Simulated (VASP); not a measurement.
Wanted: the native input for a VASP 6.6.1 run.

* Task: electric field gradients
* Functional: PBEsol
* Potentials or basis: VASP PAW PBE potentials, release 64 (Ti_sv, C)
* Cutoff: 520 eV
* k mesh: 16 × 16 × 16
* Occupations: fermi-dirac, width 0.03 eV
* Spin: no spin polarisation
* Dipole correction: no
* Further INCAR settings: ALGO = Normal; EDIFF = 1e-08; NBANDS = 15

The structure of TiC lies in POSCAR:

```
TiC
1.0
    0.0000000000      2.1421399196      2.1421399196
    2.1421399196      0.0000000000      2.1421399196
    2.1421399196      2.1421399196      0.0000000000
Ti C
1 1
Direct
    0.0000000000      0.0000000000      0.0000000000
    0.5000000000      0.5000000000      0.5000000000
```

One way to write it, as run:

INCAR

```
PREC = Accurate
ENCUT = 520
EDIFF = 1E-8
ISMEAR = -1
SIGMA = 0.03
LREAL = F
LASPH = T
NELM = 60
ALGO = Normal
ISIF = 2
LWAVE = F
LCHARG = F
GGA = PS
LEFG = T
NBANDS = 15
```

KPOINTS

```
Automatic mesh
0
Gamma
  16 16 16
```

Potentials or basis: VASP PAW PBE potentials, release 64 (Ti_sv, C).

Launch:

```bash
$ cat potpaw_PBE.64/Ti_sv/POTCAR potpaw_PBE.64/C/POTCAR > POTCAR
$ mpirun -np 1 vasp_std > vasp.out
```

Results of the run:

| Item | Value |
| --- | --- |
| Pressure | 1.9 GPa |
| Band gap on the k mesh | zero (bands 8 and 9 overlap by 1.09 eV) |
| Largest electric field gradient by atom | under 0.05 V/Å² on every atom |

Caveat: the PAW data sets were made with another functional, which shifts forces and pressure a little.

It took 40 s on 1 thread of Intel Xeon 8259CL, with other jobs on the host, peak memory 0.17 GiB.
